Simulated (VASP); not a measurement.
# SnSe (Fm-3m) in VASP: further runs

SnSe is run at these levels: PBEsol; tasks: single point.

Program: VASP 6.6.1. These are calculated values, not measurements. Logs are shortened: lines on timing, memory, paths and dates and some standing lists are left out, and cuts for length are marked.

## Step 1: The cell of the first run

Symmetry: Fm-3m, No. 225, cubic system. The conventional cell has a = 6.020 Å, b = 6.020 Å, c = 6.020 Å, α = 90.00°, β = 90.00°, γ = 90.00°. Sn (site symmetry m-3m) has 6 Se at 3.01 Å within 4.0 Å. Se (site symmetry m-3m) has 6 Sn at 3.01 Å within 4.0 Å.

## Step 2: Single point, PBEsol

Input file INCAR:

```
PREC = Accurate ; ENCUT = 520
EDIFF = 1E-6 ; ISMEAR = 0
SIGMA = 0.01 ; LREAL = F
LASPH = T ; NELM = 80
ALGO = Normal ; ISIF = 2
LWAVE = F ; LCHARG = T
GGA = PS ; LELF = T
LVHAR = T ; NBANDS = 17
```

Input file KPOINTS:

```
Automatic mesh
0
Gamma
  3 3 3
```

Input file POSCAR:

```
SnSe
1.0
    0.0000000000      3.0100000000      3.0100000000
    3.0100000000      0.0000000000      3.0100000000
    3.0100000000      3.0100000000      0.0000000000
Sn Se
1 1
Direct
    0.0000000000      0.0000000000      0.0000000000
    0.5000000000      0.5000000000      0.5000000000
```

Potentials or basis: VASP PAW PBE potentials, release 64 (Sn_d, Se).

Run with:

```console
> cat potpaw_PBE.64/Sn_d/POTCAR potpaw_PBE.64/Se/POTCAR > POTCAR
> mpirun -np 1 vasp_std > vasp.out
```

OUTCAR:

```text
PREC = Accurate
   ENCUT = 520
   EDIFF = 1E-6
   ISMEAR = 0
   LREAL = F
   LASPH = T
   NELM = 80
   ISIF = 2
   GGA = PS

 ion  position               nearest neighbor table
   1  0.000  0.000  0.000-   2 3.01   2 3.01   2 3.01   2 3.01   2 3.01   2 3.01
   2  0.500  0.500  0.500-   1 3.01   1 3.01   1 3.01   1 3.01   1 3.01   1 3.01

  LATTYP: Found a face centered cubic cell.
 ALAT       =     6.0200000000

  Lattice vectors:

 A1 = (   0.0000000000,   3.0100000000,   3.0100000000)
 A2 = (   3.0100000000,   0.0000000000,   3.0100000000)
 A3 = (   3.0100000000,   3.0100000000,   0.0000000000)

Analysis of symmetry for initial positions (statically):
=====================================================================
 Subroutine PRICEL returns:
 Original cell was already a primitive cell.

 Routine SETGRP: Setting up the symmetry group for a
 face centered cubic supercell.

 Subroutine GETGRP returns: Found 48 space group operations
 (whereof 48 operations were pure point group operations)
 out of a pool of 48 trial point group operations.

The static configuration has the point symmetry O_h .

Analysis of symmetry for dynamics (positions and initial velocities):
=====================================================================
 Subroutine PRICEL returns:
 Original cell was already a primitive cell.

 Routine SETGRP: Setting up the symmetry group for a
 face centered cubic supercell.

 Subroutine GETGRP returns: Found 48 space group operations
 (whereof 48 operations were pure point group operations)
 out of a pool of 48 trial point group operations.

The dynamic configuration has the point symmetry O_h .

 Subroutine INISYM returns: Found 48 space group operations
 (whereof 48 operations are pure point group operations),
 and found     1 'primitive' translations

----------------------------------------------------------------------------------------

                                     Primitive cell

  volume of cell :      54.5418

  direct lattice vectors                    reciprocal lattice vectors
     0.000000000  3.010000000  3.010000000    -0.166112957  0.166112957  0.166112957
     3.010000000  0.000000000  3.010000000     0.166112957 -0.166112957  0.166112957
     3.010000000  3.010000000  0.000000000     0.166112957  0.166112957 -0.166112957

[... 57 lines left out ...]
   LNONCOLLINEAR =      F non collinear calculations
   LSORBIT =      F    spin-orbit coupling
   LASPH  =      T    aspherical Exc in radial PAW
   ENCUT  =  520.0 eV  38.22 Ry    6.18 a.u.   7.91  7.91  7.91*2*pi/ulx,y,z
   NELM   =     80;   NELMIN=  2; NELMDL= -5     # of ELM steps
   EDIFF  = 0.1E-05   stopping-criterion for ELM
   LREAL  =      F    real-space projection
   EDIFFG = 0.1E-04   stopping-criterion for IOM
   NSW    =      0    number of steps for IOM
   IBRION =     -1    ionic relax: 0-MD 1-quasi-New 2-CG
   NFREE  =      0    steps in history (QN), initial steepest desc. (CG)
   ISIF   =      2    stress and relaxation
   ISYM   =      2    0-nonsym 1-usesym 2-fastsym
   POTIM  = 0.5000    time-step for ionic-motion
   TEBEG  =    0.0;   TEEND  =   0.0 temperature during run
   PSTRESS=    0.0 pullay stress
   NELECT =      20.0000    total number of electrons
   NUPDOWN=      -1.0000    fix difference up-down
   EMIN   =  10.00;   EMAX   =-10.00  energy-range for DOS
   EFERMI =   0.00;   METHOD = LEGACY
   ISMEAR =     0;   SIGMA  =   0.01  broadening in eV -4-tet -1-fermi 0-gaus
   EFERMI_NEDOS =   21; number of points for ismear=-14 and -15
   IALGO  =     38    algorithm
   IMIX   =      4    mixing-type and parameters
     AMIX     =   0.40;   BMIX     =  1.00
     AMIX_MAG =   1.60;   BMIX_MAG =  1.00
  volume/ion in A,a.u.               =      27.27       184.03
  Fermi-wavevector in a.u.,A,eV,Ry     =   1.171768  2.214321 18.681350  1.373040
  Thomas-Fermi vector in A             =   2.308207
   LORBIT       =      0    0 simple, 1 ext, 2 COOP (PROOUT), +10 PAW based schemes
   GGA     = PS    functional components
   LHFCALC =     F    Hartree Fock is set to
   AEXX    =    0.0000 exact exchange contribution
   IVDW    =     0    specifies the selected vdW correction
   LEPSILON=     F    determine dielectric tensor
   LRPA    =     F    only Hartree local field effects (RPA)
 non-spin polarized calculation
 Gauss-broadening in eV      SIGMA  =   0.01
  energy-cutoff  :      520.00
  volume of cell :       54.54
 maximum number of plane-waves:      1484
   NGX = 15   NGY = 15   NGZ = 15

 number of electron      20.0000005 magnetization

 Free energy of the ion-electron system (eV)
  ---------------------------------------------------
  ext. energy  EPLUGINS =         0.00000000
  ---------------------------------------------------
  free energy    TOTEN  =        -9.20050790 eV

  energy without entropy =       -9.20050790  energy(sigma->0) =       -9.20050790

 E-fermi :   4.9240     XC(G=0):  -9.8005

 val. band max:        4.8022216979   @ k =   0.3333   0.0000   0.0000
 cond. band min:       6.7872589467   @ k =   0.3333   0.0000   0.0000
 fundamental gap:      1.9850372488
 Fermi energy:         4.9240238508

 k-point     1 :       0.0000    0.0000    0.0000
  band No.  band energies     occupation
      1     -16.1215      2.00000
      2     -16.1215      2.00000
      3     -16.1202      2.00000
      4     -16.1202      2.00000
      5     -16.1202      2.00000
      6      -8.4891      2.00000
[... 57 lines left out ...]
      4     -16.1098      2.00000
      5     -16.1065      2.00000
      6      -7.3328      2.00000
[... 9 lines left out ...]
     16      14.4541      0.00000
     17      16.9057      0.00000

------------------------ aborting loop because EDIFF is reached ----------------------------------------

  FORCE on cell =-STRESS in cart. coord.  units (eV):
  Direction    XX          YY          ZZ          XY          YZ          ZX
  --------------------------------------------------------------------------------------
  -------------------------------------------------------------------------------------
  Total       -1.1977656     -1.1977656     -1.1977656     -0.0000000      0.0000000     -0.0000000
  in kB      -35.1846251    -35.1846251    -35.1846251     -0.0000000      0.0000000     -0.0000000
  external PRESSURE =     -35.1846251 kB  Pullay stress =       0.0000000 kB

 VOLUME and BASIS-vectors are now :
 -----------------------------------------------------------------------------
  energy-cutoff  :      520.00
  volume of cell :       54.54
      direct lattice vectors                 reciprocal lattice vectors
     0.000000000  3.010000000  3.010000000    -0.166112957  0.166112957  0.166112957
     3.010000000  0.000000000  3.010000000     0.166112957 -0.166112957  0.166112957
     3.010000000  3.010000000  0.000000000     0.166112957  0.166112957 -0.166112957

 POSITION                                       TOTAL-FORCE (eV/Angst)
 -----------------------------------------------------------------------------------
      0.00000      0.00000      0.00000        -0.000000      0.000000      0.000000
      3.01000      3.01000      3.01000         0.000000     -0.000000     -0.000000
 -----------------------------------------------------------------------------------
    total drift:                                0.000000     -0.000000     -0.000000

  FREE ENERGIE OF THE ION-ELECTRON SYSTEM (eV)
  ---------------------------------------------------
  free  energy   TOTEN  =        -9.2005078994 eV

  energy  without entropy=       -9.2005078994  energy(sigma->0) =       -9.20050790
```

stdout:

```text
POSCAR found type information on POSCAR SnSe
 POSCAR found :  2 types and       2 ions
 scaLAPACK will be used
 -----------------------------------------------------------------------------
|                                                                             |
|                                                                             |
|     You enforced a specific xc type in the INCAR file but a different       |
|     I HOPE YOU KNOW WHAT YOU ARE DOING!                                     |
|                                                                             |
 -----------------------------------------------------------------------------

 LDA part: xc-table for (Slater+PW92), standard interpolation
 POSCAR, INCAR and KPOINTS ok, starting setup
 FFT: planning ... GRIDC
 FFT: planning ... GRID_SOFT
 FFT: planning ... GRID
 WAVECAR not read
 entering main loop
```

Run time: 6.7 s. Hardware: 1 thread of Intel Xeon 6455B, shared host; peak memory 0.17 GiB.

Results:

```yaml
Free_energy: -9.2005 eV
Pressure: -3.5 GPa
```

Caveat: the k points lie up to 0.60 Å⁻¹ apart; this odd mesh misses L, where the gap lies, so gap, dielectric constants and Born charges aren't listed; the PAW data sets were made with another functional, which shifts forces and pressure a little; spin-orbit coupling is left out, which moves the levels of the heavy elements.

## Step 3: Single point, PBEsol, non-collinear spin, zero start, spin-orbit coupling

Input file INCAR:

```
SYSTEM = SnSe
ALGO = Normal
EDIFF = 1E-6
ENCUT = 520
GGA = PS
GGA_COMPAT = .FALSE.
ISIF = 2
ISMEAR = 0
LASPH = .TRUE.
LCHARG = .TRUE.
LNONCOLLINEAR = .TRUE.
LORBIT = 11
LORBMOM = .TRUE.
LREAL = .FALSE.
LSORBIT = .TRUE.
LVHAR = .TRUE.
LWAVE = .FALSE.
MAGMOM = 0 0 0 0 0 0
NBANDS = 32
NELM = 150
PREC = Accurate
SIGMA = 0.01
```

Input file KPOINTS:

```
k-points
0
G
  3 3 3
  0 0 0
```

POSCAR is that of step 2.

Potentials or basis: VASP PAW PBE potentials, release 64 (Sn_d, Se).

Run with:

```console
> cat potpaw_PBE.64/Sn_d/POTCAR potpaw_PBE.64/Se/POTCAR > POTCAR
> mpirun -np 1 vasp_ncl > vasp.out
```

Wall time 24 s (1 thread of Intel Xeon 6455B, shared host); peak memory 0.3 GiB.

It converged, with:

* Free energy: -9.2608 eV
* Pressure: -3.6 GPa
* Net moment: 0.00 μB per cell
* Valence electrons inside the program's atomic spheres: Sn 12.03; Se 3.77

Moments on the atoms (μB; x, y, z):
```
Sn  0.00 0.00 0.00
Se  0.00 0.00 0.00
```

Caveat: the k points lie up to 0.60 Å⁻¹ apart; this odd mesh misses L, where the gap lies, so gap, dielectric constants and Born charges aren't listed; the PAW data sets were made with another functional, which shifts forces and pressure a little.
